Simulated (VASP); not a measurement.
# AlCuF6 (Fm-3m) in VASP: notebook

Runs on AlCuF6. Level: PBEsol. Tasks: single point, relaxation of cell and atoms.

All numbers are computed with VASP 6.6.1; they aren't measurements. Logs are shortened: lines on timing, memory, paths and dates and some standing lists are left out, and cuts for length are marked.

## Step 1: The cell of the first run

The structure is cubic, space group Fm-3m (No. 225). Conventional cell: a = 7.395 Å, b = 7.395 Å, c = 7.395 Å, α = 90.00°, β = 90.00°, γ = 90.00°. Al (site symmetry m-3m) has 6 F at 1.81 Å within 2.4 Å. Cu (site symmetry m-3m) has 6 F at 1.89 Å within 2.5 Å. F (site symmetry 4mm) has 1 Al at 1.81 Å and 1 Cu at 1.89 Å within 2.4 Å.

## Step 2: Single point, PBEsol

The input, INCAR:

```
SYSTEM = AlCuF6
  PREC = Accurate
  ENCUT = 600
  EDIFF = 1E-6
  ISMEAR = -1
  SIGMA = 0.05
  LREAL = .FALSE.
  LASPH = .TRUE.
  NELM = 120
  ALGO = Normal
  ISIF = 2
  LWAVE = .FALSE.
  LCHARG = .TRUE.
  GGA = PS
  LELF = .TRUE.
  LVHAR = .TRUE.
  NBANDS = 38
  GGA_COMPAT = .FALSE.
```

The input, KPOINTS:

```
Automatic mesh
0
G
  5 5 5
  0 0 0
```

The input, POSCAR:

```
AlCuF6
1.0
    0.0000000000      3.6973043643      3.6973043643
    3.6973043643      0.0000000000      3.6973043643
    3.6973043643      3.6973043643      0.0000000000
Al Cu F
1 1 6
Direct
    0.0000000000      0.0000000000      0.0000000000
    0.5000000000      0.5000000000      0.5000000000
    0.7554025126      0.2445974874      0.2445974874
    0.2445974874      0.2445974874      0.7554025126
    0.7554025126      0.7554025126      0.2445974874
    0.2445974874      0.7554025126      0.2445974874
    0.7554025126      0.2445974874      0.7554025126
    0.2445974874      0.7554025126      0.7554025126
```

Potentials or basis: VASP PAW PBE potentials, release 64 (Al, Cu, F).

The run is started by

```bash
> cat potpaw_PBE.64/Al/POTCAR potpaw_PBE.64/Cu/POTCAR potpaw_PBE.64/F/POTCAR > POTCAR
> mpirun -np 1 vasp_std > vasp.out
```

OUTCAR:

```text
SYSTEM = AlCuF6
   PREC = Accurate
   ENCUT = 600
   EDIFF = 1E-6
   ISMEAR = -1
   LREAL = .FALSE.
   LASPH = .TRUE.
   NELM = 120
   ISIF = 2
   GGA = PS

 ion  position               nearest neighbor table
   1  0.000  0.000  0.000-   3 1.81   4 1.81   5 1.81   6 1.81   7 1.81   8 1.81
   2  0.500  0.500  0.500-   3 1.89   4 1.89   5 1.89   6 1.89   7 1.89   8 1.89
   3  0.755  0.245  0.245-   1 1.81   2 1.89
   4  0.245  0.245  0.755-   1 1.81   2 1.89
   5  0.755  0.755  0.245-   1 1.81   2 1.89
   6  0.245  0.755  0.245-   1 1.81   2 1.89
   7  0.755  0.245  0.755-   1 1.81   2 1.89
   8  0.245  0.755  0.755-   1 1.81   2 1.89

  LATTYP: Found a face centered cubic cell.
 ALAT       =     7.3946087286

  Lattice vectors:

 A1 = (   0.0000000000,   3.6973043643,   3.6973043643)
 A2 = (   3.6973043643,   0.0000000000,   3.6973043643)
 A3 = (   3.6973043643,   3.6973043643,   0.0000000000)

Analysis of symmetry for initial positions (statically):
=====================================================================
 Subroutine PRICEL returns:
 Original cell was already a primitive cell.

 Routine SETGRP: Setting up the symmetry group for a
 face centered cubic supercell.

 Subroutine GETGRP returns: Found 48 space group operations
 (whereof 48 operations were pure point group operations)
 out of a pool of 48 trial point group operations.

The static configuration has the point symmetry O_h .

Analysis of symmetry for dynamics (positions and initial velocities):
=====================================================================
 Subroutine PRICEL returns:
 Original cell was already a primitive cell.

 Routine SETGRP: Setting up the symmetry group for a
 face centered cubic supercell.

 Subroutine GETGRP returns: Found 48 space group operations
 (whereof 48 operations were pure point group operations)
 out of a pool of 48 trial point group operations.

The dynamic configuration has the point symmetry O_h .

 Subroutine INISYM returns: Found 48 space group operations
 (whereof 48 operations are pure point group operations),
 and found     1 'primitive' translations

----------------------------------------------------------------------------------------

                                     Primitive cell

  volume of cell :     101.0847

  direct lattice vectors                    reciprocal lattice vectors
     0.000000000  3.697304364  3.697304364    -0.135233660  0.135233660  0.135233660
     3.697304364  0.000000000  3.697304364     0.135233660 -0.135233660  0.135233660
     3.697304364  3.697304364  0.000000000     0.135233660  0.135233660 -0.135233660

  length of vectors
     5.228777976  5.228777976  5.228777976     0.234231569  0.234231569  0.234231569

  position of ions in fractional coordinates (direct lattice)
     0.000000000  0.000000000  0.000000000
     0.500000000  0.500000000  0.500000000
     0.755402513  0.244597487  0.244597487
     0.244597487  0.244597487  0.755402513
     0.755402513  0.755402513  0.244597487
     0.244597487  0.755402513  0.244597487
     0.755402513  0.244597487  0.755402513
     0.244597487  0.755402513  0.755402513

  ion indices of the primitive-cell ions
   primitive index   ion index
                 1           1
                 2           2
                 3           3
                 4           4
                 5           5
                 6           6
                 7           7
                 8           8

----------------------------------------------------------------------------------------

 KPOINTS: Automatic mesh

Automatic generation of k-mesh.
 Grid dimensions read from file:
 generate k-points for:    5    5    5

 Generating k-lattice:

  Cartesian coordinates                     Fractional coordinates (reciprocal lattice)
    -0.027046732  0.027046732  0.027046732     0.200000000  0.000000000  0.000000000
     0.027046732 -0.027046732  0.027046732     0.000000000  0.200000000  0.000000000
     0.027046732  0.027046732 -0.027046732     0.000000000  0.000000000  0.200000000

  Length of vectors
     0.046846314  0.046846314  0.046846314

  Shift w.r.t. Gamma in fractional coordinates (k-lattice)
     0.000000000  0.000000000  0.000000000

 Subroutine IBZKPT returns following result:
 ===========================================

 Found     10 irreducible k-points:

 Following reciprocal coordinates:
            Coordinates               Weight
  0.000000  0.000000  0.000000      1.000000
  0.200000  0.000000  0.000000      8.000000
  0.400000  0.000000  0.000000      8.000000
  0.200000  0.200000  0.000000      6.000000
  0.400000  0.200000  0.000000     24.000000
 -0.400000  0.200000  0.000000     24.000000
 -0.200000  0.200000  0.000000     12.000000
  0.400000  0.400000  0.000000      6.000000
 -0.400000  0.400000  0.000000     12.000000
 -0.400000  0.400000  0.200000     24.000000
   k-points           NKPTS =     10   k-points in BZ     NKDIM =     10   number of bands    NBANDS=     38
   number of dos      NEDOS =    301   number of ions     NIONS =      8
   total plane-waves  NPLWV =  74088
   dimension x,y,z NGX =    42 NGY =   42 NGZ =   42
   dimension x,y,z NGXF=    84 NGYF=   84 NGZF=   84
   ions per type =               1   1   6
   NGX,Y,Z   is equivalent  to a cutoff of  13.35, 13.35, 13.35 a.u.
   NGXF,Y,Z  is equivalent  to a cutoff of  26.71, 26.71, 26.71 a.u.
 SYSTEM =  AlCuF6
   PREC   = accura    normal or accurate (medium, high low for compatibility)
   ISTART =      0    job   : 0-new  1-cont  2-samecut
   ICHARG =      2    charge: 1-file 2-atom 10-const
   ISPIN  =      1    spin polarized calculation?
   LNONCOLLINEAR =      F non collinear calculations
   LSORBIT =      F    spin-orbit coupling
   LASPH  =      T    aspherical Exc in radial PAW
   ENCUT  =  600.0 eV  44.10 Ry    6.64 a.u.  10.44 10.44 10.44*2*pi/ulx,y,z
   NELM   =    120;   NELMIN=  2; NELMDL= -5     # of ELM steps
   EDIFF  = 0.1E-05   stopping-criterion for ELM
   LREAL  =      F    real-space projection
   EDIFFG = 0.1E-04   stopping-criterion for IOM
   NSW    =      0    number of steps for IOM
   IBRION =     -1    ionic relax: 0-MD 1-quasi-New 2-CG
   NFREE  =      0    steps in history (QN), initial steepest desc. (CG)
   ISIF   =      2    stress and relaxation
   ISYM   =      2    0-nonsym 1-usesym 2-fastsym
   POTIM  = 0.5000    time-step for ionic-motion
   TEBEG  =    0.0;   TEEND  =   0.0 temperature during run
   PSTRESS=    0.0 pullay stress
   NELECT =      56.0000    total number of electrons
   NUPDOWN=      -1.0000    fix difference up-down
   EMIN   =  10.00;   EMAX   =-10.00  energy-range for DOS
   EFERMI =   0.00;   METHOD = LEGACY
   ISMEAR =    -1;   SIGMA  =   0.05  broadening in eV -4-tet -1-fermi 0-gaus
   EFERMI_NEDOS =   21; number of points for ismear=-14 and -15
   IALGO  =     38    algorithm
   IMIX   =      4    mixing-type and parameters
     AMIX     =   0.40;   BMIX     =  1.00
     AMIX_MAG =   1.60;   BMIX_MAG =  1.00
  volume/ion in A,a.u.               =      12.64        85.27
  Fermi-wavevector in a.u.,A,eV,Ry     =   1.344546  2.540823 24.596663  1.807804
  Thomas-Fermi vector in A             =   2.472531
   LORBIT       =      0    0 simple, 1 ext, 2 COOP (PROOUT), +10 PAW based schemes
   GGA     = PS    functional components
   LHFCALC =     F    Hartree Fock is set to
   AEXX    =    0.0000 exact exchange contribution
   IVDW    =     0    specifies the selected vdW correction
   LEPSILON=     F    determine dielectric tensor
   LRPA    =     F    only Hartree local field effects (RPA)
 non-spin polarized calculation
  energy-cutoff  :      600.00
  volume of cell :      101.08
 maximum number of plane-waves:      3393
 NGX is ok and might be reduce to    42
   NGX = 21   NGY = 21   NGZ = 21

 number of electron      55.9999990 magnetization

 Free energy of the ion-electron system (eV)
  ---------------------------------------------------
  ext. energy  EPLUGINS =         0.00000000
  ---------------------------------------------------
  free energy    TOTEN  =       -38.49721912 eV

  energy without entropy =      -38.43619019  energy(sigma->0) =      -38.46670465

 E-fermi :  -1.5368     XC(G=0):  -9.1599

 val. band max:       -1.6191870076   @ k =   0.2000   0.2000   0.0000
 cond. band min:      -1.5308136237   @ k =  -0.2000   0.2000   0.0000
 fundamental gap:      0.0883733839
 Fermi energy:        -1.5367816785

 k-point     1 :       0.0000    0.0000    0.0000
  band No.  band energies     occupation
      1     -23.5279      2.00000
      2     -22.5483      2.00000
      3     -22.5483      2.00000
      4     -22.5483      2.00000
      5     -22.2535      2.00000
      6     -22.2535      2.00000
[... 30 lines left out ...]
     37      14.5797      0.00000
     38      14.5797      0.00000

 k-point     2 :       0.2000    0.0000    0.0000
  band No.  band energies     occupation
      1     -23.4476      2.00000
      2     -22.6472      2.00000
      3     -22.5295      2.00000
      4     -22.5295      2.00000
      5     -22.2755      2.00000
      6     -22.2755      2.00000
[... 30 lines left out ...]
     37      14.5533      0.00000
     38      14.5603      0.00000

 k-point     3 :       0.4000    0.0000    0.0000
  band No.  band energies     occupation
      1     -23.2423      2.00000
      2     -22.8821      2.00000
      3     -22.4890      2.00000
      4     -22.4890      2.00000
      5     -22.3214      2.00000
      6     -22.3214      2.00000
[... 30 lines left out ...]
     37      13.6197      0.00000
     38      14.1086      0.00000

 k-point     4 :       0.2000    0.2000    0.0000
  band No.  band energies     occupation
      1     -23.4251      2.00000
      2     -22.6054      2.00000
      3     -22.5551      2.00000
      4     -22.5551      2.00000
      5     -22.3227      2.00000
      6     -22.2494      2.00000
[... 30 lines left out ...]
     37      14.0057      0.00000
     38      14.9816      0.00000

 k-point     5 :       0.4000    0.2000    0.0000
  band No.  band energies     occupation
      1     -23.2725      2.00000
      2     -22.7711      2.00000
      3     -22.5396      2.00000
      4     -22.5111      2.00000
      5     -22.3843      2.00000
      6     -22.2692      2.00000
[... 30 lines left out ...]
     37      14.3500      0.00000
     38      14.9999      0.00000

 k-point     6 :      -0.4000    0.2000    0.0000
  band No.  band energies     occupation
      1     -23.1513      2.00000
      2     -22.9124      2.00000
      3     -22.5381      2.00000
      4     -22.4947      2.00000
      5     -22.3475      2.00000
      6     -22.3170      2.00000
[... 30 lines left out ...]
     37      14.1828      0.00000
     38      14.2928      0.00000

 k-point     7 :      -0.2000    0.2000    0.0000
  band No.  band energies     occupation
      1     -23.3281      2.00000
      2     -22.7466      2.00000
      3     -22.5621      2.00000
      4     -22.4857      2.00000
      5     -22.3237      2.00000
      6     -22.2886      2.00000
[... 30 lines left out ...]
     37      13.7314      0.00000
     38      14.7771      0.00000

 k-point     8 :       0.4000    0.4000    0.0000
  band No.  band energies     occupation
      1     -23.2184      2.00000
      2     -22.6591      2.00000
      3     -22.5661      2.00000
      4     -22.5661      2.00000
      5     -22.5125      2.00000
      6     -22.2431      2.00000
[... 30 lines left out ...]
     37      14.9872      0.00000
     38      15.6828      0.00000

 k-point     9 :      -0.4000    0.4000    0.0000
  band No.  band energies     occupation
      1     -23.1418      2.00000
      2     -22.7901      2.00000
      3     -22.5846      2.00000
      4     -22.5458      2.00000
      5     -22.4461      2.00000
      6     -22.2652      2.00000
[... 30 lines left out ...]
     37      14.6242      0.00000
     38      15.3300      0.00000

 k-point    10 :      -0.4000    0.4000    0.2000
  band No.  band energies     occupation
      1     -23.1488      2.00000
      2     -22.8335      2.00000
      3     -22.5732      2.00000
      4     -22.5411      2.00000
      5     -22.3836      2.00000
      6     -22.2887      2.00000
[... 30 lines left out ...]
     37      14.3313      0.00000
     38      14.9883      0.00000

------------------------ aborting loop because EDIFF is reached ----------------------------------------

  FORCE on cell =-STRESS in cart. coord.  units (eV):
  Direction    XX          YY          ZZ          XY          YZ          ZX
  --------------------------------------------------------------------------------------
  -------------------------------------------------------------------------------------
  Total        0.0298752      0.0298752      0.0298752      0.0000000     -0.0000000      0.0000000
  in kB        0.4735176      0.4735176      0.4735176      0.0000000     -0.0000000      0.0000000
  external PRESSURE =       0.4735176 kB  Pullay stress =       0.0000000 kB

 VOLUME and BASIS-vectors are now :
 -----------------------------------------------------------------------------
  energy-cutoff  :      600.00
  volume of cell :      101.08
      direct lattice vectors                 reciprocal lattice vectors
     0.000000000  3.697304364  3.697304364    -0.135233660  0.135233660  0.135233660
     3.697304364  0.000000000  3.697304364     0.135233660 -0.135233660  0.135233660
     3.697304364  3.697304364  0.000000000     0.135233660  0.135233660 -0.135233660

 POSITION                                       TOTAL-FORCE (eV/Angst)
 -----------------------------------------------------------------------------------
      0.00000      0.00000      0.00000        -0.000000      0.000000      0.000000
      3.69730      3.69730      3.69730        -0.000000      0.000000      0.000000
      1.80870      3.69730      3.69730        -0.040023      0.000000      0.000000
      3.69730      3.69730      1.80870        -0.000000      0.000000     -0.040023
      3.69730      3.69730      5.58591        -0.000000      0.000000      0.040023
      3.69730      1.80870      3.69730        -0.000000     -0.040023      0.000000
      3.69730      5.58591      3.69730        -0.000000      0.040023      0.000000
      5.58591      3.69730      3.69730         0.040023      0.000000      0.000000
 -----------------------------------------------------------------------------------
    total drift:                               -0.000000     -0.000000      0.000000

  FREE ENERGIE OF THE ION-ELECTRON SYSTEM (eV)
  ---------------------------------------------------
  free  energy   TOTEN  =       -38.4972191169 eV

  energy  without entropy=      -38.4361901899  energy(sigma->0) =      -38.46670465
```

It took 1.9 min on 1 thread of Intel Xeon 8259CL, shared host; peak memory 0.27 GiB.

What came out:

- Free energy: -38.4972 eV
- Pressure: 0.0 GPa
- Largest force: 0.040 eV/Å
- Band gap on the k mesh: zero (bands 28 and 29 overlap by 0.15 eV)

Forces in eV/Å, atoms in the order of the input:
```
Al   0.000  0.000  0.000
Cu   0.000  0.000  0.000
F   -0.040  0.000  0.000
F    0.000  0.000 -0.040
F    0.000  0.000  0.040
F    0.000 -0.040  0.000
F    0.000  0.040  0.000
F    0.040  0.000  0.000
```

Caveat: the PAW data sets were made with another functional, which shifts forces and pressure a little. With open d or f shells a metallic result of PBEsol can be an artefact of self-interaction; +U or a hybrid may open a gap.

(Continued in part 2 of 2.)
